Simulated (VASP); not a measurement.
# AlN (I4/mmm) in VASP: a series of runs, part 2 of 2

VASP 6.6.1.

**3. Single point, HSE06 (uniaxial z strain -1.0%)**

The input, POSCAR:

```
AlN
1.0
    0.0000000000      2.0188684521      1.9986797676
    2.0188684521      0.0000000000      1.9986797676
    2.0188684521      2.0188684521      0.0000000000
Al N
1 1
Direct
    0.0000000000      0.0000000000      0.0000000000
    0.5000000000      0.5000000000      0.5000000000
```

The input, INCAR.step1:

```
  PREC = Accurate
  ENCUT = 520
  EDIFF = 1E-5
  ISMEAR = 0
  SIGMA = 0.01
  LREAL = F
  LASPH = T
  NELM = 100
  ALGO = Normal
  ISIF = 2
  LWAVE = T
  LCHARG = F
  GGA = PE
  NBANDS = 11
```

The input, INCAR.step2:

```
  PREC = Accurate
  ENCUT = 520
  EDIFF = 1E-6
  ISMEAR = 0
  SIGMA = 0.01
  LREAL = F
  LASPH = T
  NELM = 100
  ALGO = Normal
  ISIF = 2
  LWAVE = F
  LCHARG = F
  GGA = PE
  LHFCALC = T
  HFSCREEN = 0.2079
  PRECFOCK = Normal
  ISTART = 1
  NBANDS = 11
```

The input, KPOINTS:

```
regular mesh
0
Gamma
  8 8 8
```

Potentials or basis: VASP PAW PBE potentials, release 64 (Al, N).

On the command line:

```console
> cat potpaw_PBE.64/Al/POTCAR potpaw_PBE.64/N/POTCAR > POTCAR
> cp INCAR.step1 INCAR
> mpirun -np 1 vasp_std > vasp.out
> cp INCAR.step2 INCAR
> mpirun -np 1 vasp_std > vasp.out
```

OUTCAR:

```text
PREC = Accurate
   ENCUT = 520
   EDIFF = 1E-6
   ISMEAR = 0
   LREAL = F
   LASPH = T
   NELM = 100
   ISIF = 2
   GGA = PE
   LHFCALC = T
   HFSCREEN = 0.2079
   PRECFOCK = Normal
   ISTART = 1

 ion  position               nearest neighbor table
   1  0.000  0.000  0.000-   2 2.00   2 2.00   2 2.02   2 2.02   2 2.02   2 2.02
   2  0.500  0.500  0.500-   1 2.00   1 2.00   1 2.02   1 2.02   1 2.02   1 2.02

  LATTYP: Found a body centered tetragonal cell.
 ALAT       =     2.8551111456
 C/A-ratio  =     1.4000714268

  Lattice vectors:

 A1 = (   0.0000000000,  -2.0188684521,  -1.9986797676)
 A2 = (   0.0000000000,   2.0188684521,  -1.9986797676)
 A3 = (   2.0188684521,   0.0000000000,   1.9986797676)

Analysis of symmetry for initial positions (statically):
=====================================================================
 Subroutine PRICEL returns:
 Original cell was already a primitive cell.

 Routine SETGRP: Setting up the symmetry group for a
 body centered tetragonal supercell.

 Subroutine GETGRP returns: Found 16 space group operations
 (whereof 16 operations were pure point group operations)
 out of a pool of 16 trial point group operations.

The static configuration has the point symmetry D_4h.

Analysis of symmetry for dynamics (positions and initial velocities):
=====================================================================
 Subroutine PRICEL returns:
 Original cell was already a primitive cell.

 Routine SETGRP: Setting up the symmetry group for a
 body centered tetragonal supercell.

 Subroutine GETGRP returns: Found 16 space group operations
 (whereof 16 operations were pure point group operations)
 out of a pool of 16 trial point group operations.

The dynamic configuration has the point symmetry D_4h.

 Subroutine INISYM returns: Found 16 space group operations
 (whereof 16 operations are pure point group operations),
 and found     1 'primitive' translations

----------------------------------------------------------------------------------------

                                     Primitive cell

  volume of cell :      16.2926

  direct lattice vectors                    reciprocal lattice vectors
     0.000000000  2.018868452  1.998679768    -0.247663487  0.247663487  0.250165138
     2.018868452  0.000000000  1.998679768     0.247663487 -0.247663487  0.250165138
     2.018868452  2.018868452  0.000000000     0.247663487  0.247663487 -0.250165138

  length of vectors
     2.840871458  2.840871458  2.855111146     0.430414918  0.430414918  0.430414918

  position of ions in fractional coordinates (direct lattice)
     0.000000000  0.000000000  0.000000000
     0.500000000  0.500000000  0.500000000

  ion indices of the primitive-cell ions
   primitive index   ion index
                 1           1
                 2           2

----------------------------------------------------------------------------------------

 KPOINTS: regular mesh

Automatic generation of k-mesh.
 Grid dimensions read from file:
 generate k-points for:    8    8    8

 Generating k-lattice:

[... 48 lines left out ...]
   ions per type =               1   1
   NGX,Y,Z   is equivalent  to a cutoff of  14.04, 14.04, 13.97 a.u.
   NGXF,Y,Z  is equivalent  to a cutoff of  28.09, 28.09, 27.95 a.u.
 SYSTEM =  unknown system
   PREC   = accura    normal or accurate (medium, high low for compatibility)
   ISTART =      1    job   : 0-new  1-cont  2-samecut
   ICHARG =      0    charge: 1-file 2-atom 10-const
   ISPIN  =      1    spin polarized calculation?
   LNONCOLLINEAR =      F non collinear calculations
   LSORBIT =      F    spin-orbit coupling
   LASPH  =      T    aspherical Exc in radial PAW
   ENCUT  =  520.0 eV  38.22 Ry    6.18 a.u.   5.28  5.28  5.31*2*pi/ulx,y,z
   NELM   =    100;   NELMIN=  2; NELMDL=  0     # of ELM steps
   EDIFF  = 0.1E-05   stopping-criterion for ELM
   LREAL  =      F    real-space projection
   EDIFFG = 0.1E-04   stopping-criterion for IOM
   NSW    =      0    number of steps for IOM
   IBRION =     -1    ionic relax: 0-MD 1-quasi-New 2-CG
   NFREE  =      0    steps in history (QN), initial steepest desc. (CG)
   ISIF   =      2    stress and relaxation
   ISYM   =      3    0-nonsym 1-usesym 2-fastsym
   POTIM  = 0.5000    time-step for ionic-motion
   TEBEG  =    0.0;   TEEND  =   0.0 temperature during run
   PSTRESS=    0.0 pullay stress
   NELECT =       8.0000    total number of electrons
   NUPDOWN=      -1.0000    fix difference up-down
   EMIN   =  10.00;   EMAX   =-10.00  energy-range for DOS
   EFERMI =   0.00;   METHOD = LEGACY
   ISMEAR =     0;   SIGMA  =   0.01  broadening in eV -4-tet -1-fermi 0-gaus
   EFERMI_NEDOS =   21; number of points for ismear=-14 and -15
   IALGO  =     38    algorithm
   IMIX   =      1    mixing-type and parameters
     AMIX     =   0.40;   BMIX     =  1.00
     AMIX_MAG =   1.60;   BMIX_MAG =  1.00
  volume/ion in A,a.u.               =       8.15        54.97
  Fermi-wavevector in a.u.,A,eV,Ry     =   1.291542  2.440660 22.695603  1.668080
  Thomas-Fermi vector in A             =   2.423305
   LORBIT       =      0    0 simple, 1 ext, 2 COOP (PROOUT), +10 PAW based schemes
   GGA     = PE    functional components
   LHFCALC =     T    Hartree Fock is set to
   PRECFOCK=normal    Normal, Fast or Accurate (Low or Medium for compatibility)
   ENCUT4O =  -1.0   cutoff for four orbital integrals eV
   NKREDX  =     1    reduce k-point grid by
   NKREDY  =     1    reduce k-point grid by
   NKREDZ  =     1    reduce k-point grid by
   AEXX    =    0.2500 exact exchange contribution
   HFSCREEN=    0.2079 screening length (either q_TF or 0.3 A-1)
   HFSCREENC=   0.2079 screening length for correlation (either q_TF or 0.3 A-1)
   ENCUTFOCK=  -1.0 apply spherical cutoff to Coloumb kernel
   IVDW    =     0    specifies the selected vdW correction
   LEPSILON=     F    determine dielectric tensor
   LRPA    =     F    only Hartree local field effects (RPA)
 non-spin polarized calculation
 Gauss-broadening in eV      SIGMA  =   0.01
  energy-cutoff  :      520.00
  volume of cell :       16.29
 maximum number of plane-waves:       451
 NGX is ok and might be reduce to    24
  NGX = 16; NGY = 16; NGZ = 16

 number of electron       7.9999999 magnetization

 Free energy of the ion-electron system (eV)
  ---------------------------------------------------
  ext. energy  EPLUGINS =         0.00000000
  ---------------------------------------------------
  free energy    TOTEN  =       -17.13271787 eV

  energy without entropy =      -17.13271787  energy(sigma->0) =      -17.13271787

 E-fermi :   9.4898     XC(G=0): -10.1077

 val. band max:        9.3133704723   @ k =   0.0000   0.0000   0.0000
 cond. band min:      15.3389483312   @ k =   0.5000   0.5000   0.0000
 fundamental gap:      6.0255778589
 Fermi energy:         9.4898192325

 k-point     1 :       0.0000    0.0000    0.0000
  band No.  band energies     occupation
      1     -10.0715      2.00000
      2       9.2257      2.00000
      3       9.3134      2.00000
      4       9.3134      2.00000
      5      16.7040      0.00000
      6      23.0979      0.00000
      7      23.0979      0.00000
      8      23.2366      0.00000
      9      28.3692      0.00000
     10      28.9335      0.00000
     11      29.2856      0.00000
[... 309 lines left out ...]
 k-point    24 :       0.3750   -0.0000    0.1250
  band No.  band energies     occupation
      1      -7.5828      2.00000
      2       2.6642      2.00000
      3       7.5215      2.00000
      4       7.7874      2.00000
      5      18.2137      0.00000
      6      21.1645      0.00000
      7      22.5148      0.00000
      8      23.8423      0.00000
      9      27.9371      0.00000
     10      30.4073      0.00000
     11      31.3895      0.00000

 [... further k-points ...]

------------------------ aborting loop because EDIFF is reached ----------------------------------------

  FORCE on cell =-STRESS in cart. coord.  units (eV):
  Direction    XX          YY          ZZ          XY          YZ          ZX
  --------------------------------------------------------------------------------------
  -------------------------------------------------------------------------------------
  Total        0.0390788      0.0390788      0.3537194      0.0000000     -0.0000000     -0.0000000
  in kB        3.8429289      3.8429289     34.7840574      0.0000000     -0.0000000     -0.0000000
  external PRESSURE =      14.1566384 kB  Pullay stress =       0.0000000 kB

 VOLUME and BASIS-vectors are now :
 -----------------------------------------------------------------------------
  energy-cutoff  :      520.00
  volume of cell :       16.29
      direct lattice vectors                 reciprocal lattice vectors
     0.000000000  2.018868452  1.998679768    -0.247663487  0.247663487  0.250165138
     2.018868452  0.000000000  1.998679768     0.247663487 -0.247663487  0.250165138
     2.018868452  2.018868452  0.000000000     0.247663487  0.247663487 -0.250165138

 POSITION                                       TOTAL-FORCE (eV/Angst)
 -----------------------------------------------------------------------------------
      0.00000      0.00000      0.00000         0.000000      0.000000      0.000000
      2.01887      2.01887      1.99868         0.000000      0.000000     -0.000000
 -----------------------------------------------------------------------------------
    total drift:                                0.000000     -0.000000     -0.000000

  FREE ENERGIE OF THE ION-ELECTRON SYSTEM (eV)
  ---------------------------------------------------
  free  energy   TOTEN  =       -17.1327178723 eV

  energy  without entropy=      -17.1327178723  energy(sigma->0) =      -17.13271787
```

Run time: 12 min. Hardware: 1 thread of Intel Xeon 6975P-C (Granite Rapids), shared host; peak memory 0.25 GiB.

What came out:

```
Free energy            : -17.1327 eV
Pressure               : 1.4 GPa
Band gap on the k mesh : 6.03 eV (least direct gap 7.39 eV)
```

Stress tensor (GPa, compression positive):
```
0.38 0.00 0.00
0.00 0.38 0.00
0.00 0.00 3.48
```

Levels at points of the mesh, in eV from the valence-band top:
| k point | band 2 | band 3 | band 4 | band 5 | band 6 | band 7 |
| --- | --- | --- | --- | --- | --- | --- |
| (0.00, 0.00, 0.00) | -0.09 | 0.00 | 0.00 | 7.39 | 13.78 | 13.78 |
| (0.50, 0.00, 0.00) | -9.13 | -1.24 | -1.20 | 7.60 | 12.57 | 12.81 |
| (0.50, 0.50, 0.00) | -8.12 | -3.17 | -3.17 | 6.03 | 6.50 | 16.48 |
| (0.50, 0.00, 0.50) | -8.16 | -3.17 | -3.02 | 6.13 | 6.60 | 16.35 |

Caveat: the cell differs from its parent crystal (uniaxial z strain -1.0%); the structure was generated, so it needn't be the stable form of AlN; the PAW data sets were made with another functional, which shifts forces and pressure a little.
